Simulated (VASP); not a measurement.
# Cu (I4/mmm) in VASP: further runs

Runs on Cu. Level: LDA. Tasks: single point.

Everything below comes from runs of VASP 6.6.1. Logs are shortened: lines on timing, memory, paths and dates and some standing lists are left out, and cuts for length are marked.

## (1) The cell of the first run

The structure is tetragonal, space group I4/mmm (No. 139). The conventional cell has a = 2.669 Å, b = 2.669 Å, c = 2.752 Å, α = 90.00°, β = 90.00°, γ = 90.00°. Cu (site symmetry 4/mmm) has 14 Cu at 2.34 to 2.75 Å within 3.1 Å.

## (2) Single point, LDA (strain -0.0750 x Voigt [1, 1, 0, 0, 0, 0])

Contents of INCAR:

```
SYSTEM = Cu
PREC = Accurate ; ENCUT = 520
EDIFF = 1E-6 ; ISMEAR = 0
SIGMA = 0.15 ; LREAL = .FALSE.
LASPH = .TRUE. ; NELM = 100
ALGO = Normal ; ISIF = 2
LWAVE = .FALSE. ; LCHARG = .FALSE.
GGA = CA ; NBANDS = 12
```

Contents of KPOINTS:

```
Automatic mesh
0
G
  24 24 24
  0 0 0
```

Contents of POSCAR:

```
Cu
1.0
   -1.3345838210      1.3345838210      1.3760814500
    1.3345838210     -1.3345838210      1.3760814500
    1.3345838210      1.3345838210     -1.3760814500
Cu
1
Direct
    0.0000000000      0.0000000000      0.0000000000
```

Potentials or basis: VASP PAW LDA potentials, release 64 (Cu).

The run is started by

```sh
$ cat potpaw_LDA.64/Cu/POTCAR > POTCAR
$ mpirun -np 1 vasp_std > vasp.out
```

OUTCAR:

```text
SYSTEM = Cu
   PREC = Accurate
   ENCUT = 520
   EDIFF = 1E-6
   ISMEAR = 0
   LREAL = .FALSE.
   LASPH = .TRUE.
   NELM = 100
   ISIF = 2
   GGA = CA

 ion  position               nearest neighbor table
   1  0.000  0.000  0.000-

  LATTYP: Found a body centered tetragonal cell.
 ALAT       =     2.6691676420
 C/A-ratio  =     1.0310940597

  Lattice vectors:

 A1 = (  -1.3345838210,   1.3345838210,   1.3760814500)
 A2 = (   1.3345838210,  -1.3345838210,   1.3760814500)
 A3 = (   1.3345838210,   1.3345838210,  -1.3760814500)

Analysis of symmetry for initial positions (statically):
=====================================================================
 Subroutine PRICEL returns:
 Original cell was already a primitive cell.

 Routine SETGRP: Setting up the symmetry group for a
 body centered tetragonal supercell.

 Subroutine GETGRP returns: Found 16 space group operations
 (whereof 16 operations were pure point group operations)
 out of a pool of 16 trial point group operations.

The static configuration has the point symmetry D_4h.

Analysis of symmetry for dynamics (positions and initial velocities):
=====================================================================
 Subroutine PRICEL returns:
 Original cell was already a primitive cell.

 Routine SETGRP: Setting up the symmetry group for a
 body centered tetragonal supercell.

 Subroutine GETGRP returns: Found 16 space group operations
 (whereof 16 operations were pure point group operations)
 out of a pool of 16 trial point group operations.

The dynamic configuration has the point symmetry D_4h.

 Subroutine INISYM returns: Found 16 space group operations
 (whereof 16 operations are pure point group operations),
 and found     1 'primitive' translations

----------------------------------------------------------------------------------------

                                     Primitive cell

  volume of cell :       9.8038

  direct lattice vectors                    reciprocal lattice vectors
    -1.334583821  1.334583821  1.376081450     0.000000000  0.374648630  0.363350585
     1.334583821 -1.334583821  1.376081450     0.374648630  0.000000000  0.363350585
     1.334583821  1.334583821 -1.376081450     0.374648630  0.374648630  0.000000000

  length of vectors
     2.335771416  2.335771416  2.335771416     0.521905397  0.521905397  0.529833174

  position of ions in fractional coordinates (direct lattice)
     0.000000000  0.000000000  0.000000000

  ion indices of the primitive-cell ions
   primitive index   ion index
                 1           1

----------------------------------------------------------------------------------------

 KPOINTS: Automatic mesh

Automatic generation of k-mesh.
 Grid dimensions read from file:
 generate k-points for:   24   24   24

 Generating k-lattice:

  Cartesian coordinates                     Fractional coordinates (reciprocal lattice)
     0.000000000  0.015610360  0.015139608     0.041666667  0.000000000  0.000000000
     0.015610360  0.000000000  0.015139608     0.000000000  0.041666667  0.000000000
     0.015610360  0.015610360  0.000000000     0.000000000  0.000000000  0.041666667

  Length of vectors
     0.021746058  0.021746058  0.022076382

  Shift w.r.t. Gamma in fractional coordinates (k-lattice)
     0.000000000  0.000000000  0.000000000

 Subroutine IBZKPT returns following result:
 ===========================================

 Found   1063 irreducible k-points:

 Following reciprocal coordinates:
            Coordinates               Weight
  0.000000  0.000000  0.000000      1.000000
  0.041667  0.000000  0.000000      8.000000
  0.083333  0.000000 -0.000000      8.000000
  0.125000 -0.000000  0.000000      8.000000
  0.166667  0.000000  0.000000      8.000000
  0.208333 -0.000000  0.000000      8.000000
[... 16 lines left out ...]
  0.416667  0.041667  0.000000     16.000000
  0.458333  0.041667  0.000000     16.000000
 [... further k-points ...]
   k-points           NKPTS =   1063   k-points in BZ     NKDIM =   1063   number of bands    NBANDS=     12
   number of dos      NEDOS =    301   number of ions     NIONS =      1
   total plane-waves  NPLWV =   5832
   dimension x,y,z NGX =    18 NGY =   18 NGZ =   18
   dimension x,y,z NGXF=    36 NGYF=   36 NGZF=   36
   ions per type =               1
   NGX,Y,Z   is equivalent  to a cutoff of  12.81, 12.81, 12.81 a.u.
   NGXF,Y,Z  is equivalent  to a cutoff of  25.62, 25.62, 25.62 a.u.
 SYSTEM =  Cu
   PREC   = accura    normal or accurate (medium, high low for compatibility)
   ISTART =      0    job   : 0-new  1-cont  2-samecut
   ICHARG =      2    charge: 1-file 2-atom 10-const
   ISPIN  =      1    spin polarized calculation?
   LNONCOLLINEAR =      F non collinear calculations
   LSORBIT =      F    spin-orbit coupling
   LASPH  =      T    aspherical Exc in radial PAW
   ENCUT  =  520.0 eV  38.22 Ry    6.18 a.u.   4.34  4.34  4.34*2*pi/ulx,y,z
   NELM   =    100;   NELMIN=  2; NELMDL= -5     # of ELM steps
   EDIFF  = 0.1E-05   stopping-criterion for ELM
   LREAL  =      F    real-space projection
   EDIFFG = 0.1E-04   stopping-criterion for IOM
   NSW    =      0    number of steps for IOM
   IBRION =     -1    ionic relax: 0-MD 1-quasi-New 2-CG
   NFREE  =      0    steps in history (QN), initial steepest desc. (CG)
   ISIF   =      2    stress and relaxation
   ISYM   =      2    0-nonsym 1-usesym 2-fastsym
   POTIM  = 0.5000    time-step for ionic-motion
   TEBEG  =    0.0;   TEEND  =   0.0 temperature during run
   PSTRESS=    0.0 pullay stress
   NELECT =      11.0000    total number of electrons
   NUPDOWN=      -1.0000    fix difference up-down
   EMIN   =  10.00;   EMAX   =-10.00  energy-range for DOS
   EFERMI =   0.00;   METHOD = LEGACY
   ISMEAR =     0;   SIGMA  =   0.15  broadening in eV -4-tet -1-fermi 0-gaus
   EFERMI_NEDOS =   21; number of points for ismear=-14 and -15
   IALGO  =     38    algorithm
   IMIX   =      4    mixing-type and parameters
     AMIX     =   0.40;   BMIX     =  1.00
     AMIX_MAG =   1.60;   BMIX_MAG =  1.00
  volume/ion in A,a.u.               =       9.80        66.16
  Fermi-wavevector in a.u.,A,eV,Ry     =   1.701142  3.214691 39.373661  2.893882
  Thomas-Fermi vector in A             =   2.781148
   LORBIT       =      0    0 simple, 1 ext, 2 COOP (PROOUT), +10 PAW based schemes
   GGA     = CA    functional components
   LHFCALC =     F    Hartree Fock is set to
   AEXX    =    0.0000 exact exchange contribution
   IVDW    =     0    specifies the selected vdW correction
   LEPSILON=     F    determine dielectric tensor
   LRPA    =     F    only Hartree local field effects (RPA)
 non-spin polarized calculation
 Gauss-broadening in eV      SIGMA  =   0.15
  energy-cutoff  :      520.00
  volume of cell :        9.80
 maximum number of plane-waves:       275
 NGX is ok and might be reduce to    18
   NGX =  9   NGY =  9   NGZ =  9

 number of electron      10.9999988 magnetization

 Free energy of the ion-electron system (eV)
  ---------------------------------------------------
  ext. energy  EPLUGINS =         0.00000000
  ---------------------------------------------------
  free energy    TOTEN  =        -4.57889041 eV

  energy without entropy =       -4.57543921  energy(sigma->0) =       -4.57716481

 E-fermi :   9.9685     XC(G=0): -14.2302

 val. band max:        9.9601319533   @ k =   0.5000   0.1250   0.0417
 cond. band min:       9.9728963237   @ k =  -0.2083   0.3750   0.2083
 fundamental gap:      0.0127643704
 Fermi energy:         9.9685269068

 k-point     1 :       0.0000    0.0000    0.0000
  band No.  band energies     occupation
      1      -0.9339      2.00000
      2       6.0576      2.00000
      3       6.0576      2.00000
      4       6.2099      2.00000
      5       7.3724      2.00000
      6       7.5331      2.00000
      7      36.3432      0.00000
      8      37.0497      0.00000
      9      37.0497      0.00000
     10      41.6497      0.00000
     11      42.2035      0.00000
     12      42.2636      0.00000

 k-point     2 :       0.0417    0.0000    0.0000
  band No.  band energies     occupation
      1      -0.8578      2.00000
      2       6.0574      2.00000
      3       6.0636      2.00000
      4       6.2211      2.00000
      5       7.3603      2.00000
      6       7.5281      2.00000
      7      35.8360      0.00000
      8      36.7017      0.00000
      9      36.9178      0.00000
     10      40.8745      0.00000
     11      41.2918      0.00000
     12      41.6276      0.00000

 k-point     3 :       0.0833    0.0000   -0.0000
  band No.  band energies     occupation
      1      -0.6314      2.00000
      2       6.0470      2.00000
      3       6.0545      2.00000
      4       6.2893      2.00000
      5       7.3243      2.00000
      6       7.5182      2.00000
      7      34.1714      0.00000
      8      36.1767      0.00000
      9      36.5789      0.00000
     10      39.9732      0.00000
     11      40.0123      0.00000
     12      40.4461      0.00000
[... 286 lines left out ...]
 k-point    23 :       0.4167    0.0417    0.0000
  band No.  band energies     occupation
      1       3.6321      2.00000
      2       5.2583      2.00000
      3       7.3074      2.00000
      4       7.4026      2.00000
      5       7.9065      2.00000
      6       8.7254      2.00000
      7      16.3552      0.00000
      8      28.8885      0.00000
      9      30.1190      0.00000
     10      34.6096      0.00000
     11      38.3544      0.00000
     12      46.0122      0.00000

 k-point    24 :       0.4583    0.0417    0.0000
  band No.  band energies     occupation
      1       3.6830      2.00000
      2       5.2287      2.00000
      3       7.3254      2.00000
      4       7.4948      2.00000
      5       8.1148      2.00000
      6       9.1345      2.00000
      7      15.4004      0.00000
      8      28.7332      0.00000
      9      29.8846      0.00000
     10      34.5360      0.00000
     11      38.3361      0.00000
     12      45.8832      0.00000

 [... further k-points ...]

------------------------ aborting loop because EDIFF is reached ----------------------------------------

  FORCE on cell =-STRESS in cart. coord.  units (eV):
  Direction    XX          YY          ZZ          XY          YZ          ZX
  --------------------------------------------------------------------------------------
  -------------------------------------------------------------------------------------
  Total        1.6669850      1.6669850      1.6918349      0.0000000      0.0000000      0.0000000
  in kB      272.4246661    272.4246661    276.4857299      0.0000000      0.0000000      0.0000000
  external PRESSURE =     273.7783541 kB  Pullay stress =       0.0000000 kB

 VOLUME and BASIS-vectors are now :
 -----------------------------------------------------------------------------
  energy-cutoff  :      520.00
  volume of cell :        9.80
      direct lattice vectors                 reciprocal lattice vectors
    -1.334583821  1.334583821  1.376081450     0.000000000  0.374648630  0.363350585
     1.334583821 -1.334583821  1.376081450     0.374648630  0.000000000  0.363350585
     1.334583821  1.334583821 -1.376081450     0.374648630  0.374648630  0.000000000

 POSITION                                       TOTAL-FORCE (eV/Angst)
 -----------------------------------------------------------------------------------
      0.00000      0.00000      0.00000         0.000000      0.000000      0.000000
 -----------------------------------------------------------------------------------
    total drift:                                0.000000      0.000000     -0.000000

  FREE ENERGIE OF THE ION-ELECTRON SYSTEM (eV)
  ---------------------------------------------------
  free  energy   TOTEN  =        -4.5788904148 eV

  energy  without entropy=       -4.5754392119  energy(sigma->0) =       -4.57716481
```

It took 37 s on 1 thread of Intel Xeon 6975P-C (Granite Rapids), shared host; peak memory 0.22 GiB.

Results:

```
Free energy            : -4.5789 eV
Pressure               : 27.4 GPa
Band gap on the k mesh : zero (an odd number of electrons rules out a gap without spin polarisation)
```

Caveat: the cell differs from its parent crystal (strain -0.0750 x Voigt [1, 1, 0, 0, 0, 0]); the cell stands under pressure.

## (3) Single point, LDA (strain -0.0500 x Voigt [1, 1, 0, 0, 0, 0])

Contents of INCAR:

```
SYSTEM = Cu
ALGO = Fast
EDIFF = 1E-6
ENCUT = 520
ISIF = 2
ISMEAR = 0
LASPH = .TRUE.
LCHARG = .TRUE.
LELF = .TRUE.
LREAL = .FALSE.
LVHAR = .TRUE.
LWAVE = .FALSE.
NBANDS = 12
NELM = 60
PREC = Accurate
SIGMA = 0.15
```

Contents of KPOINTS:

```
k-points
0
G
  24 24 24
  0 0 0
```

Contents of POSCAR:

```
Cu
1.0
   -1.3706536540      1.3706536540      1.3760814500
    1.3706536540     -1.3706536540      1.3760814500
    1.3706536540      1.3706536540     -1.3760814500
Cu
1
Direct
    0.0000000000      0.0000000000      0.0000000000
```

Potentials or basis: VASP PAW LDA potentials, release 64 (Cu).

The run is started by

```sh
$ cat potpaw_LDA.64/Cu/POTCAR > POTCAR
$ mpirun -np 1 vasp_std > vasp.out
```

It took 52 s on 1 thread of Intel Xeon 6975P-C (Granite Rapids), shared host; peak memory 0.22 GiB.

It converged, with:

```
Free energy            : -4.6450 eV
Pressure               : 13.4 GPa
Band gap on the k mesh : zero (an odd number of electrons rules out a gap without spin polarisation)
```

Levels at points of the mesh, in eV from the Fermi level:
```csv
k point,band 4,band 5,band 6,band 7,band 8,band 9
"(0.00, 0.00, 0.00)",-3.63,-2.40,-2.38,26.32,26.41,26.41
"(0.50, 0.00, 0.00)",-2.25,-1.49,-0.96,5.05,18.62,19.15
"(0.50, 0.50, 0.00)",-2.24,-1.49,-0.93,5.10,18.51,19.02
"(0.50, 0.50, 0.50)",-1.70,-1.70,8.62,8.78,8.78,14.69
```

Caveat: the cell differs from its parent crystal (strain -0.0500 x Voigt [1, 1, 0, 0, 0, 0]); the cell stands under pressure.

## (4) Single point, LDA (strain -0.0250 x Voigt [1, 1, 0, 0, 0, 0])

Contents of INCAR:

```
SYSTEM = Cu
ALGO = Normal
EDIFF = 1E-6
ENCUT = 520
ISIF = 2
ISMEAR = 0
LASPH = .True.
LCHARG = .True.
LELF = .True.
LREAL = .False.
LVHAR = .True.
LWAVE = .False.
NBANDS = 12
NELM = 100
PREC = Accurate
SIGMA = 0.15
```

Contents of KPOINTS:

```
k-points
0
Gamma
  24 24 24
  0 0 0
```

Contents of POSCAR:

```
Cu
1.0
   -1.4067234870      1.4067234870      1.3760814500
    1.4067234870     -1.4067234870      1.3760814500
    1.4067234870      1.4067234870     -1.3760814500
Cu
1
Direct
    0.0000000000      0.0000000000      0.0000000000
```

The run is started by

```sh
$ cat potpaw_LDA.64/Cu/POTCAR > POTCAR
$ mpirun -np 1 vasp_std > vasp.out
```

It took 41 s on 1 thread of Intel Xeon 6975P-C (Granite Rapids), shared host; peak memory 0.24 GiB.

Results (log left out):

```yaml
Free_energy: -4.6687 eV
Pressure: 1.4 GPa
Band_gap_on_the_k_mesh: zero (an odd number of electrons rules out a gap without spin polarisation)
```

Levels at points of the mesh, in eV from the Fermi level:
| k point | band 4 | band 5 | band 6 | band 7 | band 8 | band 9 |
| --- | --- | --- | --- | --- | --- | --- |
| (0.00, 0.00, 0.00) | -3.40 | -2.32 | -2.22 | 25.71 | 25.71 | 26.26 |
| (0.50, 0.00, 0.00) | -2.12 | -1.44 | -0.73 | 4.85 | 17.98 | 18.20 |
| (0.50, 0.50, 0.00) | -2.17 | -1.45 | -0.91 | 4.60 | 18.57 | 18.88 |
| (0.50, 0.50, 0.50) | -1.65 | -1.62 | 8.21 | 8.21 | 9.08 | 14.10 |

Caveat: the cell differs from its parent crystal (strain -0.0250 x Voigt [1, 1, 0, 0, 0, 0]).

## (5) Overview

```csv
cell,gap on the mesh (eV),pressure (GPa)
"a = 2.336 Å, angles 110.3, 110.3, 107.8°, 1 atom",none,27.4
"a = 2.377 Å, angles 109.6, 109.6, 109.3°, 1 atom",none,13.4
"a = 2.419 Å, angles 108.9, 108.9, 110.7°, 1 atom",none,1.4
```

Alike in all rows: task single point; level LDA; potentials or basis VASP PAW LDA potentials, release 64 (Cu); no spin polarisation; k mesh 24 × 24 × 24; cutoff (eV) 520; smearing gaussian 0.15 eV.

Caveats: the cell stands under pressure (at least some runs).

Total energies depend on the potentials used, so only differences within one code and one set of settings carry meaning.
